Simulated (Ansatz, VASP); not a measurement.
## Two plane-wave programs on GaSb

POSCAR

```
GaSb
1.0
    0.0000000000      3.0812081940      3.0536152848
    3.0812081940      0.0000000000      3.0536152848
    3.0812081940      3.0812081940      0.0000000000
Ga Sb
1 1
Direct
    0.0000000000      0.0000000000      0.0000000000
    0.2500000000      0.2500000000      0.2500000000
```

The input INCAR.step1:

```
SYSTEM = GaSb
ALGO = Normal
EDIFF = 1E-5
ENCUT = 550
GGA = PE
GGA_COMPAT = .FALSE.
ISMEAR = -1
LASPH = .TRUE.
LCHARG = .FALSE.
LREAL = .FALSE.
LWAVE = .TRUE.
NBANDS = 21
NELM = 120
PREC = Accurate
SIGMA = 0.02
```

File INCAR.step2:

```
SYSTEM = GaSb
ALGO = Normal
EDIFF = 1E-6
ENCUT = 550
GGA_COMPAT = .FALSE.
ISIF = 2
ISMEAR = -1
ISTART = 1
LASPH = .TRUE.
LCHARG = .FALSE.
LMIXTAU = .TRUE.
LREAL = .FALSE.
LWAVE = .FALSE.
METAGGA = R2SCAN
NBANDS = 21
NELM = 120
PREC = Accurate
SIGMA = 0.02
```

File KPOINTS:

```
k-points
0
G
  8 8 8
  0 0 0
```

Input for Ansatz:

```yaml
crystal:
  lattice:
    - [0.0, 3.081208194, 3.0536152848]
    - [3.081208194, 0.0, 3.0536152848]
    - [3.081208194, 3.081208194, 0.0]
  atoms:
    - { symbol: Ga, position: [0.0, 0.0, 0.0] }
    - { symbol: Sb, position: [0.25, 0.25, 0.25] }
kpoints:
  mp_grid: { grid: [8, 8, 8] }
  band_path:
    path:
      - [0.0, 0.0, 0.0]
      - [-0.5, -0.5, 0.0]
      - [-0.375, -0.375, 0.25]
      - [-0.375, 0.0, 0.375]
      - [0.0, 0.0, 0.5]
      - [-0.5, -0.25, 0.25]
    npoints: 1
hamiltonian:
  xc: r2scan
scf:
  occupations: { method: fermi_dirac, width: 0.02 }
  n_extra_bands: 4
output:
  forces: true
  stress: true
  eigenvalues: true
```

Change from the starting cell: epitaxial_xy strain +0.5%.

Alike in both runs: task single point; functional r2SCAN; k mesh 8 × 8 × 8; occupations fermi-dirac, width 0.02 eV; no spin polarisation.

```csv
,VASP,Ansatz
version,VASP 6.6.1,Ansatz 0.2.0
potentials or method,"VASP PAW PBE potentials, release 64 (Ga_d, Sb_d_GW)","plane waves, PAW"
plane-wave cutoff (eV),550,500
valence electrons in the cell,28,28
```

```csv
,VASP,Ansatz,Ansatz less VASP
pressure (GPa),-0.3,-0.3,0.00
"traceless stress, the component that is largest in VASP (GPa)",0.30,0.29,-0.005
```

VASP's potentials were made for PBE, not for r2SCAN.

Spin-orbit coupling is off throughout.
